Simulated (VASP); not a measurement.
# FeGe (P6/mmm) in VASP: notebook

Aim: see how the results for FeGe move with the level of theory and the settings. Levels: PBEsol, PBE. Tasks: single point.

All numbers are computed with VASP 6.6.1; they aren't measurements. Logs are shortened: lines on timing, memory, paths and dates and some standing lists are left out, and cuts for length are marked.

## (1) The cell of the first run

It takes space group P6/mmm (No. 191, hexagonal). The conventional cell has a = 5.096 Å, b = 5.096 Å, c = 4.196 Å, α = 90.00°, β = 90.00°, γ = 120.00°. Within 3.4 Å of Ge (site symmetry -6m2) lie 6 Fe at 2.56 Å and 3 Ge at 2.94 Å. Within 3.4 Å of Ge (site symmetry 6/mmm) lie 6 Fe at 2.55 Å. Fe (site symmetry mmm) has 4 Fe at 2.55 Å and 6 Ge at 2.55 to 2.56 Å within 3.4 Å.

## (2) Single point, PBEsol, collinear spin, ferromagnetic start (volume scaled by 1.06)

Input file INCAR:

```
SYSTEM = FeGe
ALGO = Normal ; EDIFF = 1E-6
ENCUT = 520 ; GGA = PS
ISIF = 2 ; ISMEAR = -1
ISPIN = 2 ; LASPH = .TRUE.
LCHARG = .TRUE. ; LELF = .TRUE.
LMAXMIX = 4 ; LORBIT = 11
LREAL = .FALSE. ; LVHAR = .TRUE.
LWAVE = .FALSE. ; MAGMOM = 0 0 0 3 3 3
NBANDS = 46 ; NELM = 150
PREC = Accurate ; SIGMA = 0.05
```

Input file KPOINTS:

```
k-points
0
G
  6 6 7
  0 0 0
```

Input file POSCAR:

```
FeGe
1.0
    5.0956194229      0.0000000000      0.0000000000
   -2.5478097115      4.4129358683      0.0000000000
    0.0000000000      0.0000000000      4.1964830465
Ge Fe
3 3
Direct
    0.6666666667      0.3333333333      0.5000000000
    0.3333333333      0.6666666667      0.5000000000
    0.0000000000      0.0000000000      0.0000000000
    0.0000000000      0.5000000000      0.0000000000
    0.5000000000      0.5000000000      0.0000000000
    0.5000000000      0.0000000000      0.0000000000
```

Potentials or basis: VASP PAW PBE potentials, release 64 (Ge_d, Fe).

Command:

```sh
$ cat potpaw_PBE.64/Ge_d/POTCAR potpaw_PBE.64/Fe/POTCAR > POTCAR
$ mpirun -np 1 vasp_std > vasp.out
```

OUTCAR:

```text
SYSTEM = FeGe
   EDIFF = 1E-6
   ENCUT = 520
   GGA = PS
   ISIF = 2
   ISMEAR = -1
   ISPIN = 2
   LASPH = .TRUE.
   LORBIT = 11
   LREAL = .FALSE.
   NELM = 150
   PREC = Accurate

 ion  position               nearest neighbor table
   1  0.667  0.333  0.500-   4 2.56   4 2.56   6 2.56   6 2.56   5 2.56   5 2.56
   2  0.333  0.667  0.500-   4 2.56   4 2.56   6 2.56   6 2.56   5 2.56   5 2.56
   3  0.000  0.000  0.000-   6 2.55   6 2.55   5 2.55   5 2.55   4 2.55   4 2.55
   4  0.000  0.500  0.000-   5 2.55   5 2.55   6 2.55   6 2.55   3 2.55   3 2.55   2 2.56   2 2.56
                             1 2.56   1 2.56
   5  0.500  0.500  0.000-   4 2.55   4 2.55   3 2.55   3 2.55   6 2.55   6 2.55   2 2.56   2 2.56
                             1 2.56   1 2.56
   6  0.500  0.000  0.000-   3 2.55   3 2.55   4 2.55   4 2.55   5 2.55   5 2.55   2 2.56   2 2.56
                             1 2.56   1 2.56

  LATTYP: Found a hexagonal cell.
 ALAT       =     5.0956194229
 C/A-ratio  =     0.8235471879

  Lattice vectors:

 A1 = (   5.0956194229,   0.0000000000,   0.0000000000)
 A2 = (  -2.5478097115,   4.4129358683,   0.0000000000)
 A3 = (   0.0000000000,   0.0000000000,   4.1964830465)

Analysis of symmetry for initial positions (statically):
=====================================================================
 Subroutine PRICEL returns:
 Original cell was already a primitive cell.

 Routine SETGRP: Setting up the symmetry group for a
 hexagonal supercell.

 Subroutine GETGRP returns: Found 24 space group operations
 (whereof 24 operations were pure point group operations)
 out of a pool of 24 trial point group operations.

The static configuration has the point symmetry D_6h.

Analysis of symmetry for dynamics (positions and initial velocities):
=====================================================================
 Subroutine PRICEL returns:
 Original cell was already a primitive cell.

 Routine SETGRP: Setting up the symmetry group for a
 hexagonal supercell.

 Subroutine GETGRP returns: Found 24 space group operations
 (whereof 24 operations were pure point group operations)
 out of a pool of 24 trial point group operations.

The dynamic configuration has the point symmetry D_6h.

Analysis of structural, dynamic, and magnetic symmetry:
=====================================================================
 Subroutine PRICEL returns:
 Original cell was already a primitive cell.

 Routine SETGRP: Setting up the symmetry group for a
 hexagonal supercell.

 Subroutine GETGRP returns: Found 24 space group operations
[... 146 lines left out ...]
 NGX is ok and might be reduce to    40

 number of electron      66.0000035 magnetization       4.8048814

 Free energy of the ion-electron system (eV)
  ---------------------------------------------------
  ext. energy  EPLUGINS =         0.00000000
  ---------------------------------------------------
  free energy    TOTEN  =       -42.14682584 eV

  energy without entropy =      -42.09835421  energy(sigma->0) =      -42.12259002

 E-fermi :   6.0107     XC(G=0): -11.7806

 val. band max:        6.0062330421   @ k =   0.3333   0.1667   0.4286
 cond. band min:       6.0252433429   @ k =   0.3333   0.3333   0.1429
 fundamental gap:      0.0190103007
 Fermi energy:         6.0106817555

 spin component 1

 k-point     1 :       0.0000    0.0000    0.0000
  band No.  band energies     occupation
      1     -18.8677      1.00000
      2     -18.7978      1.00000
      3     -18.7978      1.00000
      4     -18.7185      1.00000
      5     -18.7185      1.00000
      6     -18.6828      1.00000
[... 1141 lines left out ...]
     44      13.1744      0.00000
     45      14.0563      0.00000

 [... further k-points ...]

 spin component 2

 k-point     1 :       0.0000    0.0000    0.0000
  band No.  band energies     occupation
      1     -18.8769      1.00000
      2     -18.8135      1.00000
      3     -18.8135      1.00000
      4     -18.7273      1.00000
      5     -18.7273      1.00000
      6     -18.6944      1.00000
[... 1141 lines left out ...]
     44      13.4627      0.00000
     45      14.3852      0.00000

 [... further k-points ...]

 [bands above 45 left out]

------------------------ aborting loop because EDIFF is reached ----------------------------------------

  FORCE on cell =-STRESS in cart. coord.  units (eV):
  Direction    XX          YY          ZZ          XY          YZ          ZX
  --------------------------------------------------------------------------------------
  -------------------------------------------------------------------------------------
  Total       -8.9793237     -8.9793237     -8.7060580      0.0000000      0.0000000     -0.0000000
  in kB     -152.4558660   -152.4558660   -147.8162105      0.0000000      0.0000000     -0.0000000
  external PRESSURE =    -150.9093142 kB  Pullay stress =       0.0000000 kB

 VOLUME and BASIS-vectors are now :
 -----------------------------------------------------------------------------
  energy-cutoff  :      520.00
  volume of cell :       94.36
      direct lattice vectors                 reciprocal lattice vectors
     5.095619423  0.000000000  0.000000000     0.196246995  0.113303255  0.000000000
    -2.547809711  4.412935868  0.000000000     0.000000000  0.226606511  0.000000000
     0.000000000  0.000000000  4.196483047     0.000000000  0.000000000  0.238294779

 POSITION                                       TOTAL-FORCE (eV/Angst)
 -----------------------------------------------------------------------------------
      2.54781      1.47098      2.09824         0.000000     -0.000000      0.000000
     -0.00000      2.94196      2.09824        -0.000000      0.000000      0.000000
      0.00000      0.00000      0.00000         0.000000      0.000000      0.000000
     -1.27390      2.20647      0.00000         0.000000      0.000000      0.000000
      1.27390      2.20647      0.00000         0.000000      0.000000      0.000000
      2.54781      0.00000      0.00000         0.000000      0.000000      0.000000
 -----------------------------------------------------------------------------------
    total drift:                               -0.000000      0.000000     -0.000000

  FREE ENERGIE OF THE ION-ELECTRON SYSTEM (eV)
  ---------------------------------------------------
  free  energy   TOTEN  =       -42.1468258363 eV

  energy  without entropy=      -42.0983542072  energy(sigma->0) =      -42.12259002

 total charge

# of ion       s       p       d       tot
------------------------------------------
    1        1.127   1.111  10.056  12.294
    2        1.127   1.111  10.056  12.294
    3        1.150   1.077  10.037  12.264
    4        0.408   0.493   6.341   7.242
    5        0.408   0.493   6.341   7.242
    6        0.408   0.493   6.341   7.242
--------------------------------------------------
tot          4.628   4.778  49.171  58.577

 magnetization (x)

# of ion       s       p       d       tot
------------------------------------------
    1       -0.004  -0.060  -0.001  -0.065
    2       -0.004  -0.060  -0.001  -0.065
    3        0.000  -0.101   0.004  -0.097
    4        0.004  -0.001   1.697   1.699
    5        0.004  -0.001   1.697   1.699
    6        0.004  -0.001   1.697   1.699
--------------------------------------------------
tot          0.005  -0.225   5.092   4.873
```

stdout:

```text
POSCAR found type information on POSCAR GeFe
 POSCAR found :  2 types and       6 ions
 scaLAPACK will be used
 -----------------------------------------------------------------------------
|                                                                             |
|                                                                             |
|     You enforced a specific xc type in the INCAR file but a different       |
|     I HOPE YOU KNOW WHAT YOU ARE DOING!                                     |
|                                                                             |
 -----------------------------------------------------------------------------

 LDA part: xc-table for (Slater+PW92), standard interpolation
 POSCAR, INCAR and KPOINTS ok, starting setup
 FFT: planning ... GRIDC
 FFT: planning ... GRID_SOFT
 FFT: planning ... GRID
 WAVECAR not read
 entering main loop
```

Wall time 3.2 min (1 thread of Intel Xeon Platinum 8375C at 2.90GHz (Ice Lake), shared host); peak memory 0.36 GiB.

Results:

```yaml
Free_energy: -42.1468 eV
Pressure: -15.1 GPa
Net_moment: 4.80 μB per cell
Site_moments: Ge -0.07, -0.10; Fe +1.70 μB
Valence_electrons_inside_the_program's_atomic_spheres: Ge 12.29, 12.26; Fe 7.24
```

Stress tensor (GPa, compression positive):
```
-15.25   0.00   0.00
  0.00 -15.25   0.00
  0.00   0.00 -14.78
```

Caveat: the cell differs from its parent crystal (volume scaled by 1.06); the PAW data sets were made with another functional, which shifts forces and pressure a little.

## (3) Single point, PBE, collinear spin, ferromagnetic start

This run uses another cell than the first one, of 15.13 Å³/atom, 0.962 times its volume.

Input file INCAR:

```
  ALGO = Normal
  EDIFF = 1E-6
  ENCUT = 520
  GGA = PE
  ISIF = 2
  ISMEAR = -1
  ISPIN = 2
  LASPH = T
  LCHARG = T
  LELF = T
  LMAXMIX = 4
  LORBIT = 11
  LREAL = F
  LVHAR = T
  LWAVE = F
  MAGMOM = 0 0 0 3 3 3
  NBANDS = 46
  NELM = 150
  PREC = Accurate
  SIGMA = 0.05
```

Input file KPOINTS:

```
k-points
0
Gamma
  6 6 7
```

Changes to POSCAR since step 2:

```diff
@@ -2,5 +2,5 @@
 1.0
-    5.0956194229      0.0000000000      0.0000000000
-   -2.5478097115      4.4129358683      0.0000000000
-    0.0000000000      0.0000000000      4.1964830465
+    5.0307000046      0.0000000000      0.0000000000
+   -2.5153500023      4.3567140028      0.0000000000
+    0.0000000000      0.0000000000      4.1430188420
 Ge Fe
```

Potentials or basis: VASP PAW PBE potentials, release 64 (Ge_d, Fe).

Command:

```sh
$ cat potpaw_PBE.64/Ge_d/POTCAR potpaw_PBE.64/Fe/POTCAR > POTCAR
$ mpirun -np 1 vasp_std > vasp.out
```

Wall time 3.1 min (1 thread of Intel Xeon Platinum 8375C at 2.90GHz (Ice Lake), shared host); peak memory 0.35 GiB.

The run converged. Its results:

```
Free energy                                           : -38.9675 eV
Pressure                                              : -6.3 GPa
Net moment                                            : 4.41 μB per cell
Site moments                                          : Ge -0.06, -0.09; Fe +1.56 μB
Valence electrons inside the program's atomic spheres : Ge 12.34, 12.30; Fe 7.32
```

Stress tensor (GPa, compression positive):
```
-6.15  0.00  0.00
 0.00 -6.15  0.00
 0.00  0.00 -6.45
```

Levels at points of the mesh, in eV from the Fermi level:
Spin up:
```
           k point  band 33  band 34  band 35  band 36  band 37  band 38
(0.00, 0.00, 0.00)    -1.33    -1.33    -0.38     0.10     1.10     1.10
(0.50, 0.00, 0.00)    -1.33     0.34     0.36     0.81     1.28     1.52
```
Spin down:
| k point | band 28 | band 29 | band 30 | band 31 | band 32 | band 33 | band 34 | band 35 |
| --- | --- | --- | --- | --- | --- | --- | --- | --- |
| (0.00, 0.00, 0.00) | -1.34 | -1.34 | 0.29 | 0.29 | 0.40 | 0.56 | 0.56 | 0.94 |
| (0.50, 0.00, 0.00) | -1.55 | -0.72 | -0.33 | -0.29 | 0.22 | 0.53 | 1.30 | 1.43 |

## (4) Single point, PBE, collinear spin, ferromagnetic start

This run uses another cell than the first one, of 15.43 Å³/atom, 0.981 times its volume.

Input file INCAR:

```
PREC = Accurate
ENCUT = 520
EDIFF = 1E-6
ISMEAR = -1
SIGMA = 0.05
LREAL = False
LASPH = True
NELM = 150
ALGO = Normal
ISIF = 2
LWAVE = False
LCHARG = False
ISPIN = 2
MAGMOM = 0 0 0 3 3 3
LORBIT = 11
LMAXMIX = 4
GGA = PE
NBANDS = 46
```

Input file KPOINTS:

```
regular mesh
0
Gamma
  6 6 7
```

Changes to POSCAR since step 3:

```diff
@@ -2,5 +2,5 @@
 1.0
-    5.0307000046      0.0000000000      0.0000000000
-   -2.5153500023      4.3567140028      0.0000000000
-    0.0000000000      0.0000000000      4.1430188420
+    5.0633678031      0.0000000000      0.0000000000
+   -2.5316839015      4.3850051461      0.0000000000
+    0.0000000000      0.0000000000      4.1699223156
 Ge Fe
```

Command:

```sh
$ cat potpaw_PBE.64/Ge_d/POTCAR potpaw_PBE.64/Fe/POTCAR > POTCAR
$ mpirun -np 1 vasp_std > vasp.out
```

Run time: 3 min. Hardware: 1 thread of Intel Xeon Platinum 8375C at 2.90GHz (Ice Lake), shared host; peak memory 0.36 GiB.

It converged, with:

```yaml
Free_energy: -38.8876 eV
Pressure: -8.0 GPa
Net_moment: 4.59 μB per cell
Site_moments: Ge -0.06, -0.10; Fe +1.63 μB
Valence_electrons_inside_the_program's_atomic_spheres: Ge 12.32, 12.29; Fe 7.28
```

Stress tensor (GPa, compression positive):
```
-8.08  0.00  0.00
 0.00 -8.08  0.00
 0.00  0.00 -7.93
```

Levels at points of the mesh, in eV from the Fermi level:
Spin up:
```
           k point  band 32  band 33  band 34  band 35  band 36  band 37  band 38  band 39
(0.00, 0.00, 0.00)    -1.40    -1.39    -1.39    -0.47     0.01     1.01     1.01     2.60
(0.50, 0.00, 0.00)    -1.43    -1.39     0.26     0.31     0.73     1.22     1.38     2.69
```
Spin down:
| k point | band 27 | band 28 | band 29 | band 30 | band 31 | band 32 | band 33 | band 34 | band 35 | band 36 |
| --- | --- | --- | --- | --- | --- | --- | --- | --- | --- | --- |
| (0.00, 0.00, 0.00) | -2.15 | -1.28 | -1.28 | 0.31 | 0.31 | 0.41 | 0.58 | 0.58 | 0.91 | 1.21 |
| (0.50, 0.00, 0.00) | -1.83 | -1.50 | -0.68 | -0.30 | -0.27 | 0.24 | 0.55 | 1.25 | 1.42 | 1.51 |

## (5) Single point, PBEsol, collinear spin, ferromagnetic start (volume scaled by 0.94)

Input file INCAR:

```
  PREC = Accurate
  ENCUT = 520
  EDIFF = 1E-6
  ISMEAR = -1
  SIGMA = 0.05
  LREAL = False
  LASPH = True
  NELM = 150
  ALGO = Normal
  ISIF = 2
  LWAVE = False
  LCHARG = False
  ISPIN = 2
  MAGMOM = 0 0 0 3 3 3
  LORBIT = 11
  LMAXMIX = 4
  GGA = PS
  NBANDS = 46
```

Input file KPOINTS:

```
Automatic mesh
0
Gamma
  6 6 7
```

Changes to POSCAR since step 4:

```diff
@@ -2,5 +2,5 @@
 1.0
-    5.0633678031      0.0000000000      0.0000000000
-   -2.5316839015      4.3850051461      0.0000000000
-    0.0000000000      0.0000000000      4.1699223156
+    4.8955818250      0.0000000000      0.0000000000
+   -2.4477909125      4.2396982268      0.0000000000
+    0.0000000000      0.0000000000      4.0317426452
 Ge Fe
```

Command:

```sh
$ cat potpaw_PBE.64/Ge_d/POTCAR potpaw_PBE.64/Fe/POTCAR > POTCAR
$ mpirun -np 1 vasp_std > vasp.out
```

It took 4 min on 1 thread of Intel Xeon Platinum 8488C (Sapphire Rapids), shared host; peak memory 0.32 GiB.

Results (log left out):

```yaml
Free_energy: -42.7771 eV
Pressure: -1.5 GPa
Band_gap_on_the_k_mesh: zero (filled and empty bands overlap)
Net_moment: 4.02 μB per cell
Site_moments: Ge -0.05, -0.08; Fe +1.40 μB
Valence_electrons_inside_the_program's_atomic_spheres: Ge 12.43, 12.38; Fe 7.52
```

Stress tensor (GPa, compression positive):
```
-0.61  0.00  0.00
 0.00 -0.61  0.00
 0.00  0.00 -3.12
```

Levels at points of the mesh, in eV from the Fermi level:
Spin up:
```tsv
k point	band 31	band 32	band 33	band 34	band 35	band 36	band 37	band 38	band 39	band 40
(0.00, 0.00, 0.00)	-1.40	-1.18	-1.12	-1.12	0.00	0.38	1.44	1.44	2.91	3.28
(0.50, 0.00, 0.00)	-1.70	-1.22	-1.13	0.59	0.63	1.11	1.54	2.07	3.19	3.83
```
Spin down:
```tsv
k point	band 28	band 29	band 30	band 31	band 32	band 33	band 34	band 35
(0.00, 0.00, 0.00)	-1.59	-1.59	0.23	0.23	0.38	0.52	0.52	1.12
(0.50, 0.00, 0.00)	-1.66	-0.89	-0.47	-0.37	0.22	0.48	1.52	1.58
```

Caveat: the cell differs from its parent crystal (volume scaled by 0.94); the PAW data sets were made with another functional, which shifts forces and pressure a little.

## (6) Single point, PBEsol, collinear spin, ferromagnetic start

Input file INCAR:

```
SYSTEM = FeGe
PREC     = Accurate       ! precision mode
ENCUT    = 520            ! plane-wave cutoff, eV
EDIFF    = 1E-7           ! SCF threshold, eV
ISMEAR   = -1             ! smearing method
SIGMA    = 0.05           ! smearing width, eV
LREAL    = .FALSE.        ! projectors in reciprocal space
LASPH    = .TRUE.         ! aspherical terms in the spheres
NELM     = 150            ! most SCF steps
ALGO     = Normal         ! electronic algorithm
ISIF     = 2              ! what is computed and relaxed
LWAVE    = .FALSE.        ! write WAVECAR
LCHARG   = .FALSE.        ! write CHGCAR
ISPIN    = 2              ! spin polarisation
MAGMOM   = 0 0 0 3 3 3    ! initial moments
LORBIT   = 11             ! projections on sites
LMAXMIX  = 4              ! l up to which the mixer works
GGA      = PS             ! functional
NBANDS   = 46             ! bands
```

Input file KPOINTS:

```
Automatic mesh
0
G
  6 6 7
  0 0 0
```

Changes to POSCAR since step 5:

```diff
@@ -2,5 +2,5 @@
 1.0
-    4.8955818250      0.0000000000      0.0000000000
-   -2.4477909125      4.2396982268      0.0000000000
-    0.0000000000      0.0000000000      4.0317426452
+    5.0307000046      0.0000000000      0.0000000000
+   -2.5153500023      4.3567140028      0.0000000000
+    0.0000000000      0.0000000000      4.1430188420
 Ge Fe
```

Potentials or basis: VASP PAW PBE potentials, release 64 (Ge_d, Fe).

Command:

```sh
$ cat potpaw_PBE.64/Ge_d/POTCAR potpaw_PBE.64/Fe/POTCAR > POTCAR
$ mpirun -np 1 vasp_std > vasp.out
```

Wall time 5.5 min (1 thread of Intel Xeon Platinum 8488C (Sapphire Rapids), shared host); peak memory 0.35 GiB.

Results (log left out):

```
Free energy                                           : -42.4545 eV
Pressure                                              : -12.2 GPa
Net moment                                            : 4.34 μB per cell
Site moments                                          : Ge -0.06, -0.09; Fe +1.53 μB
Valence electrons inside the program's atomic spheres : Ge 12.33, 12.30; Fe 7.33
```

Stress tensor (GPa, compression positive):
```
-12.14   0.00   0.00
  0.00 -12.14   0.00
  0.00   0.00 -12.40
```

Levels at points of the mesh, in eV from the Fermi level:
Spin up:
```csv
k point,band 33,band 34,band 35,band 36,band 37,band 38
"(0.00, 0.00, 0.00)",-1.25,-1.25,-0.33,0.12,1.13,1.13
"(0.50, 0.00, 0.00)",-1.26,0.37,0.41,0.82,1.32,1.54
```
Spin down:
| k point | band 27 | band 28 | band 29 | band 30 | band 31 | band 32 | band 33 | band 34 | band 35 | band 36 |
| --- | --- | --- | --- | --- | --- | --- | --- | --- | --- | --- |
| (0.00, 0.00, 0.00) | -2.17 | -1.35 | -1.35 | 0.25 | 0.25 | 0.40 | 0.53 | 0.53 | 0.93 | 1.30 |
| (0.50, 0.00, 0.00) | -1.84 | -1.50 | -0.72 | -0.35 | -0.31 | 0.23 | 0.50 | 1.33 | 1.42 | 1.58 |

Caveat: the PAW data sets were made with another functional, which shifts forces and pressure a little.

## (7) The runs side by side

```csv
level,cell,gap on the mesh (eV),pressure (GPa),moment (μB)
PBEsol,"a = 5.096, b = 5.096, c = 4.196 Å, angles 90.0, 90.0, 120.0°, 6 atoms",none,-15.1,4.80
PBE,"a = 5.031, b = 5.031, c = 4.143 Å, angles 90.0, 90.0, 120.0°, 6 atoms",none,-6.3,4.41
PBE,"a = 5.063, b = 5.063, c = 4.170 Å, angles 90.0, 90.0, 120.0°, 6 atoms",none,-8.0,4.59
PBEsol,"a = 4.896, b = 4.896, c = 4.032 Å, angles 90.0, 90.0, 120.0°, 6 atoms",none,-1.5,4.02
PBEsol,"a = 5.031, b = 5.031, c = 4.143 Å, angles 90.0, 90.0, 120.0°, 6 atoms",none,-12.2,4.34
```

Alike in all rows: task single point; potentials or basis VASP PAW PBE potentials, release 64 (Ge_d, Fe); spin collinear, ferromagnetic start; k mesh 6 × 6 × 7; cutoff (eV) 520; smearing fermi-dirac 0.05 eV.

Caveats: the PAW data sets were made with another functional, which shifts forces and pressure a little (some runs).

Absolute energies hang on the potentials; compare differences alone.
